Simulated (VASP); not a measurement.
# As in VASP: single point with PBE+D3(BJ)

Aim: the single point of As with PBE+D3(BJ).

Everything below comes from runs of VASP 6.6.1. Logs are shortened: lines on timing, memory, paths and dates and some standing lists are left out, and cuts for length are marked.

## (1) The cell of the first run

The cell holds a slab with vacuum, 4 atoms: a = 3.572 Å, b = 3.572 Å, c = 20.295 Å, α = 90.00°, β = 90.00°, γ = 120.00°.

## (2) Single point, PBE+D3(BJ)

INCAR reads:

```
SYSTEM = As
PREC = Accurate ; ENCUT = 520
EDIFF = 1E-6 ; ISMEAR = 0
SIGMA = 0.05 ; LREAL = .FALSE.
LASPH = .TRUE. ; NELM = 100
ALGO = Normal ; ISIF = 2
LWAVE = .FALSE. ; LCHARG = .FALSE.
LDIPOL = .TRUE. ; IDIPOL = 3
DIPOL = 0.5 0.5 0.371 ; GGA = PE
IVDW = 12 ; NBANDS = 18
```

KPOINTS reads:

```
Automatic mesh
0
G
  9 9 1
  0 0 0
```

POSCAR reads:

```
As
1.0
    3.5716242608      0.0000000000      0.0000000000
   -1.7858121304      3.0931173426      0.0000000000
    0.0000000000      0.0000000000     20.2951239197
As
4
Direct
    0.3333333333      0.6666666667      0.2217281362
    0.6666666667      0.3333333333      0.2905900936
    0.6666666667      0.8333333333      0.4517125392
    0.3333333333      1.1666666667      0.5205744967
```

Potentials or basis: VASP PAW PBE potentials, release 64 (As).

Started as:

```
$ cat potpaw_PBE.64/As/POTCAR > POTCAR
$ mpirun -np 1 vasp_std > vasp.out
```

OUTCAR:

```text
SYSTEM = As
   PREC = Accurate
   ENCUT = 520
   EDIFF = 1E-6
   ISMEAR = 0
   LREAL = .FALSE.
   LASPH = .TRUE.
   NELM = 100
   ISIF = 2
   GGA = PE
   IVDW = 12
 IVDW          = 12

 ion  position               nearest neighbor table
   1  0.333  0.667  0.222-   2 2.49   2 2.49   2 2.49
   2  0.667  0.333  0.291-   1 2.49   1 2.49   1 2.49
   3  0.667  0.833  0.452-   4 2.49   4 2.49   4 2.49
   4  0.333  0.167  0.521-   3 2.49   3 2.49   3 2.49

  LATTYP: Found a hexagonal cell.
 ALAT       =     3.5716242608
 C/A-ratio  =     5.6823233458

  Lattice vectors:

 A1 = (   3.5716242608,   0.0000000000,   0.0000000000)
 A2 = (  -1.7858121304,   3.0931173426,   0.0000000000)
 A3 = (   0.0000000000,   0.0000000000,  20.2951239197)

Analysis of symmetry for initial positions (statically):
=====================================================================
 Subroutine PRICEL returns:
 Original cell was already a primitive cell.

 Routine SETGRP: Setting up the symmetry group for a
 hexagonal supercell.

 Subroutine GETGRP returns: Found  4 space group operations
 (whereof  2 operations were pure point group operations)
 out of a pool of 24 trial point group operations.

The static configuration has the point symmetry C_1h.
 The point group associated with its full space group is C_2v.

Analysis of symmetry for dynamics (positions and initial velocities):
=====================================================================
 Subroutine PRICEL returns:
 Original cell was already a primitive cell.

 Routine SETGRP: Setting up the symmetry group for a
 hexagonal supercell.

 Subroutine GETGRP returns: Found  4 space group operations
 (whereof  2 operations were pure point group operations)
 out of a pool of 24 trial point group operations.

The dynamic configuration has the point symmetry C_1h.
 The point group associated with its full space group is C_2v.

 Subroutine INISYM returns: Found  4 space group operations
 (whereof  2 operations are pure point group operations),
 and found     1 'primitive' translations

----------------------------------------------------------------------------------------

                                     Primitive cell

  volume of cell :     224.2094

  direct lattice vectors                    reciprocal lattice vectors
     3.571624261  0.000000000  0.000000000     0.279984659  0.161649218  0.000000000
    -1.785812130  3.093117343  0.000000000     0.000000000  0.323298436  0.000000000
     0.000000000  0.000000000 20.295123920     0.000000000  0.000000000  0.049272919

  length of vectors
     3.571624261  3.571624261 20.295123920     0.323298436  0.323298436  0.049272919

  position of ions in fractional coordinates (direct lattice)
     0.333333333  0.666666667  0.221728136
     0.666666667  0.333333333  0.290590094
     0.666666667  0.833333333  0.451712539
     0.333333333  0.166666667  0.520574497

  ion indices of the primitive-cell ions
   primitive index   ion index
                 1           1
                 2           2
                 3           3
                 4           4

----------------------------------------------------------------------------------------

 KPOINTS: Automatic mesh

Automatic generation of k-mesh.
 Grid dimensions read from file:
 generate k-points for:    9    9    1

 Generating k-lattice:

  Cartesian coordinates                     Fractional coordinates (reciprocal lattice)
     0.031109407  0.017961024  0.000000000     0.111111111 -0.000000000  0.000000000
     0.000000000  0.035922048  0.000000000     0.000000000  0.111111111  0.000000000
     0.000000000  0.000000000  0.049272919     0.000000000  0.000000000  1.000000000

  Length of vectors
     0.035922048  0.035922048  0.049272919

  Shift w.r.t. Gamma in fractional coordinates (k-lattice)
     0.000000000  0.000000000  0.000000000

 Subroutine IBZKPT returns following result:
 ===========================================

 Found     25 irreducible k-points:

 Following reciprocal coordinates:
            Coordinates               Weight
  0.000000  0.000000  0.000000      1.000000
  0.111111  0.000000  0.000000      2.000000
  0.000000  0.111111  0.000000      4.000000
  0.222222  0.000000  0.000000      2.000000
  0.000000  0.222222  0.000000      4.000000
  0.333333  0.000000  0.000000      2.000000
[... 16 lines left out ...]
 -0.222222 -0.444444  0.000000      4.000000
  0.444444  0.333333  0.000000      4.000000
   k-points           NKPTS =     25   k-points in BZ     NKDIM =     25   number of bands    NBANDS=     18
   number of dos      NEDOS =    301   number of ions     NIONS =      4
   total plane-waves  NPLWV = 125440
   dimension x,y,z NGX =    28 NGY =   28 NGZ =  160
   dimension x,y,z NGXF=    56 NGYF=   56 NGZF=  320
   ions per type =               4
   NGX,Y,Z   is equivalent  to a cutoff of  13.03, 13.03, 13.11 a.u.
   NGXF,Y,Z  is equivalent  to a cutoff of  26.07, 26.07, 26.21 a.u.
 SYSTEM =  As
   PREC   = accura    normal or accurate (medium, high low for compatibility)
   ISTART =      0    job   : 0-new  1-cont  2-samecut
   ICHARG =      2    charge: 1-file 2-atom 10-const
   ISPIN  =      1    spin polarized calculation?
   LNONCOLLINEAR =      F non collinear calculations
   LSORBIT =      F    spin-orbit coupling
   LASPH  =      T    aspherical Exc in radial PAW
   ENCUT  =  520.0 eV  38.22 Ry    6.18 a.u.   6.64  6.64 37.74*2*pi/ulx,y,z
   NELM   =    100;   NELMIN=  2; NELMDL= -5     # of ELM steps
   EDIFF  = 0.1E-05   stopping-criterion for ELM
   LREAL  =      F    real-space projection
   EDIFFG = 0.1E-04   stopping-criterion for IOM
   NSW    =      0    number of steps for IOM
   IBRION =     -1    ionic relax: 0-MD 1-quasi-New 2-CG
   NFREE  =      0    steps in history (QN), initial steepest desc. (CG)
   ISIF   =      2    stress and relaxation
   ISYM   =      2    0-nonsym 1-usesym 2-fastsym
   POTIM  = 0.5000    time-step for ionic-motion
   TEBEG  =    0.0;   TEEND  =   0.0 temperature during run
   PSTRESS=    0.0 pullay stress
   NELECT =      20.0000    total number of electrons
   NUPDOWN=      -1.0000    fix difference up-down
   EMIN   =  10.00;   EMAX   =-10.00  energy-range for DOS
   EFERMI =   0.00;   METHOD = LEGACY
   ISMEAR =     0;   SIGMA  =   0.05  broadening in eV -4-tet -1-fermi 0-gaus
   EFERMI_NEDOS =   21; number of points for ismear=-14 and -15
   IALGO  =     38    algorithm
   IMIX   =      4    mixing-type and parameters
     AMIX     =   0.40;   BMIX     =  1.00
     AMIX_MAG =   1.60;   BMIX_MAG =  1.00
  volume/ion in A,a.u.               =      56.05       378.26
  Fermi-wavevector in a.u.,A,eV,Ry     =   0.731476  1.382290  7.279899  0.535057
  Thomas-Fermi vector in A             =   1.823703
   LORBIT       =      0    0 simple, 1 ext, 2 COOP (PROOUT), +10 PAW based schemes
   GGA     = PE    functional components
   LHFCALC =     F    Hartree Fock is set to
   AEXX    =    0.0000 exact exchange contribution
   IVDW    =    12    specifies the selected vdW correction
   LEPSILON=     F    determine dielectric tensor
   LRPA    =     F    only Hartree local field effects (RPA)
 non-spin polarized calculation
 Gauss-broadening in eV      SIGMA  =   0.05
  energy-cutoff  :      520.00
  volume of cell :      224.21
 maximum number of plane-waves:      6099
   NGX = 13   NGY = 13   NGZ = 75

 dipolmoment           0.000000      0.000000      0.000046 electrons x Angstroem

 number of electron      20.0000001 magnetization

 dipolmoment           0.000000      0.000000     -0.000003 electrons x Angstroem

 Free energy of the ion-electron system (eV)
  ---------------------------------------------------
  ext. energy  EPLUGINS =         0.00000000
  ---------------------------------------------------
  free energy    TOTEN  =       -18.62660986 eV

  energy without entropy =      -18.62660986  energy(sigma->0) =      -18.62660986

 E-fermi :  -1.0315     XC(G=0):  -4.6559

 val. band max:       -1.2657518797   @ k =   0.1111   0.0000   0.0000
 cond. band min:      -0.3227495863   @ k =   0.3333   0.0000   0.0000
 fundamental gap:      0.9430022933
 Fermi energy:        -1.0314527312

 k-point     1 :       0.0000    0.0000    0.0000
  band No.  band energies     occupation
      1     -15.2667      2.00000
      2     -15.1649      2.00000
      3      -9.1759      2.00000
      4      -8.5190      2.00000
      5      -2.9090      2.00000
      6      -1.5851      2.00000
[... 10 lines left out ...]
     17       3.2770      0.00000
     18       3.5274      0.00000

 k-point     2 :       0.1111    0.0000    0.0000
  band No.  band energies     occupation
      1     -15.0989      2.00000
      2     -14.9970      2.00000
      3      -9.1271      2.00000
      4      -8.5090      2.00000
      5      -3.1229      2.00000
      6      -2.8530      2.00000
[... 10 lines left out ...]
     17       3.4992      0.00000
     18       3.7408      0.00000

 k-point     3 :       0.0000    0.1111    0.0000
  band No.  band energies     occupation
      1     -15.0984      2.00000
      2     -14.9974      2.00000
      3      -9.1207      2.00000
      4      -8.5156      2.00000
      5      -3.1232      2.00000
      6      -2.9063      2.00000
[... 10 lines left out ...]
     17       3.5009      0.00000
     18       3.7448      0.00000

 k-point     4 :       0.2222    0.0000    0.0000
  band No.  band energies     occupation
      1     -14.6047      2.00000
      2     -14.5024      2.00000
      3      -9.1264      2.00000
      4      -8.6546      2.00000
      5      -4.7821      2.00000
      6      -4.4250      2.00000
[... 375 lines left out ...]
      4     -10.7338      2.00000
      5      -5.6563      2.00000
      6      -5.6509      2.00000
[... 10 lines left out ...]
     17       5.7776      0.00000
     18       5.8746      0.00000

 k-point    23 :      -0.2222   -0.4444    0.0000
  band No.  band energies     occupation
      1     -12.4484      2.00000
      2     -12.4032      2.00000
      3     -10.8037      2.00000
      4     -10.7445      2.00000
      5      -5.7005      2.00000
      6      -5.6251      2.00000
[... 10 lines left out ...]
     17       5.8221      0.00000
     18       6.1575      0.00000

 k-point    24 :       0.4444    0.3333    0.0000
  band No.  band energies     occupation
      1     -12.4610      2.00000
      2     -12.3919      2.00000
      3     -10.7876      2.00000
      4     -10.7602      2.00000
      5      -5.6957      2.00000
      6      -5.6282      2.00000
[... 10 lines left out ...]
     17       5.8790      0.00000
     18       5.9538      0.00000

 [... further k-points ...]

------------------------ aborting loop because EDIFF is reached ----------------------------------------

 vacuum level on the upper side and lower side of the slab       (xc-potential included)        -0.144        -0.144

 Edisp (eV)   -1.09222

 E8    (eV) :    -0.4771

  FORCE on cell =-STRESS in cart. coord.  units (eV):
  Direction    XX          YY          ZZ          XY          YZ          ZX
  --------------------------------------------------------------------------------------
  -------------------------------------------------------------------------------------
  Total       0.22896     0.43140    -0.04461    -0.17532     0.00000     0.00000
  in kB       1.63615     3.08276    -0.31877    -1.25280     0.00000     0.00000
  external pressure =        1.47 kB  Pullay stress =        0.00 kB

 VOLUME and BASIS-vectors are now :
 -----------------------------------------------------------------------------
  energy-cutoff  :      520.00
  volume of cell :      224.21
      direct lattice vectors                 reciprocal lattice vectors
     3.571624261  0.000000000  0.000000000     0.279984659  0.161649218  0.000000000
    -1.785812130  3.093117343  0.000000000     0.000000000  0.323298436  0.000000000
     0.000000000  0.000000000 20.295123920     0.000000000  0.000000000  0.049272919

 POSITION                                       TOTAL-FORCE (eV/Angst)
 -----------------------------------------------------------------------------------
     -0.00000      2.06208      4.50000        -0.004385     -0.002531     -0.060432
      1.78581      1.03104      5.89756         0.004385      0.002531      0.121538
      0.89291      2.57760      9.16756         0.004385      0.002531     -0.121538
      0.89291      0.51552     10.56512        -0.004385     -0.002531      0.060432
 -----------------------------------------------------------------------------------
    total drift:                                0.000068      0.000039     -0.000056

  FREE ENERGIE OF THE ION-ELECTRON SYSTEM (eV)
  ---------------------------------------------------
  free  energy   TOTEN  =       -19.7188269604 eV

  energy  without entropy=      -19.7188269604  energy(sigma->0) =      -19.71882696

 vacuum level on the upper side and lower side of the slab         3.661         3.661
```

Run time: 4.5 min. Hardware: 1 thread of AMD EPYC 7R43 (Zen 3), shared host; peak memory 0.31 GiB.

Results:

```
Free energy                : -19.7188 eV
Largest force              : 0.122 eV/Å
Band gap on the k mesh     : 0.94 eV, indirect (least direct gap 1.52 eV)
Dispersion energy per atom : -0.273 eV
```

Forces on the atoms (eV/Å):
```
As  -0.004 -0.003 -0.060
As   0.004  0.003  0.122
As   0.004  0.003 -0.122
As  -0.004 -0.003  0.060
```

Levels at points of the mesh, in eV from the valence-band top:
| k point | band 8 | band 9 | band 10 | band 11 | band 12 | band 13 |
| --- | --- | --- | --- | --- | --- | --- |
| (0.00, 0.00, 0.00) | -0.25 | -0.22 | -0.13 | 1.64 | 2.26 | 3.14 |
